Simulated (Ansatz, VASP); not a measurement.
Hf in VASP and in Ansatz

```xyz
2
Lattice="3.1603 0.0000 0.0000 -1.5801 2.7369 0.0000 0.0000 0.0000 5.2960" Properties=species:S:1:pos:R:3 pbc="T T T"
Hf    0.0000    1.8246    1.3240
Hf    1.5801    0.9123    3.9720
```

Alike in both runs: task single point; functional PBEsol; k mesh 18 × 18 × 10; occupations gaussian, width 0.15 eV; no spin polarisation.

|  | VASP | Ansatz |
| --- | --- | --- |
| version | VASP 6.6.1 | Ansatz 0.2.0 |
| potentials or method | VASP PAW PBE potentials, release 64 (Hf_pv), cutoff 520 eV | scalar-relativistic, plane waves, PAW |
| valence electrons in the cell | 20 | 52 |

VASP gave:

```
gap on the k mesh at the Fermi level (eV)                     : none
pressure (GPa)                                                : -6.3
traceless stress, the component that is largest in VASP (GPa) : -4.33
```

Question: What did Ansatz give for the same quantities?

Answer: gap on the k mesh at the Fermi level (eV): none; pressure (GPa): -6.0; traceless stress, the component that is largest in VASP (GPa): -4.29.

VASP's potentials were made for PBE, not for PBEsol. A gap of «none» marks a metal or a gap that the smearing closes. The functional is the same, so the differences come from potentials, cutoffs and numerics. VASP's potentials hold 20 valence electrons a cell and Ansatz's 52, so a difference there can come from the potentials and not from the codes.

Spin-orbit coupling is off throughout.
